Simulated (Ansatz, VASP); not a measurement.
## KI in VASP and in Ansatz

Contents of INCAR:

```
PREC = Accurate
ENCUT = 520
EDIFF = 1E-6
ISMEAR = -1
SIGMA = 0.02
LREAL = False
LASPH = True
NELM = 80
ALGO = Normal
ISIF = 2
LWAVE = False
LCHARG = False
GGA = PE
NBANDS = 24
```

File KPOINTS:

```
Automatic mesh
0
Gamma
  6 6 4
```

Contents of POSCAR:

```
KI
1.0
    2.4498408863     -4.2428074294      0.0000000000
    2.4498408863      4.2428074294      0.0000000000
    0.0000000000      0.0000000000      8.5908184291
K I
2 2
Direct
    0.5000000000      0.5000000000      0.5000000000
    0.5000000000      0.5000000000      0.0000000000
    0.8333975635      0.1666024365      0.2500000000
    0.1666024365      0.8333975635      0.7500000000
```

Input for Ansatz:

```yaml
crystal:
  lattice:
    - [2.4498408863, -4.2428074294, 0.0]
    - [2.4498408863, 4.2428074294, 0.0]
    - [0.0, 0.0, 8.5908184291]
  atoms:
    - { symbol: K, position: [0.5, 0.5, 0.5] }
    - { symbol: K, position: [0.5, 0.5, 0.0] }
    - { symbol: I, position: [0.8333975635, 0.1666024365, 0.25] }
    - { symbol: I, position: [0.1666024365, 0.8333975635, 0.75] }
kpoints:
  mp_grid: { grid: [6, 6, 4] }
  band_path:
    path:
      - [[0.0, 0.0, 0.0], [2.601033626059e-05, 0.4999934971622, 0.0], [-0.3332943176598, 0.6666406559921, 0.0], [0.0, 0.0, 0.0], [0.0, 0.0, 0.5], [2.601033626059e-05, 0.4999934971622, 0.5], [-0.3332943176598, 0.6666406559921, 0.5], [0.0, 0.0, 0.5]]
      - [[2.601033626059e-05, 0.4999934971622, 0.5], [2.601033626059e-05, 0.4999934971622, 0.0]]
      - [[-0.3332943176598, 0.6666406559921, 0.5], [-0.3332943176598, 0.6666406559921, 0.0]]
    npoints: 10
hamiltonian:
  xc: pbe
scf:
  occupations: { method: fermi_dirac, width: 0.02 }
  n_extra_bands: 5
output:
  forces: true
  stress: true
  eigenvalues: true
```

Alike in both runs: task single point; functional PBE; k mesh 6 × 6 × 4; occupations fermi-dirac, width 0.02 eV; no spin polarisation.

|  | VASP | Ansatz |
| --- | --- | --- |
| version | VASP 6.6.1 | Ansatz 0.2.0 |
| potentials or method | VASP PAW PBE potentials, release 64 (K_sv, I) | plane waves, PAW |
| plane-wave cutoff (eV) | 520 | 420 |
| valence electrons in the cell | 32 | 52 |

```csv
,VASP,Ansatz,Ansatz less VASP
gap on the k mesh at the Fermi level (eV),3.85,3.86,+0.004
pressure (GPa),0.5,0.4,-0.02
```

VASP's potentials hold 32 valence electrons a cell and Ansatz's 52, so a difference there can come from the potentials and not from the codes.

Spin-orbit coupling is off throughout.
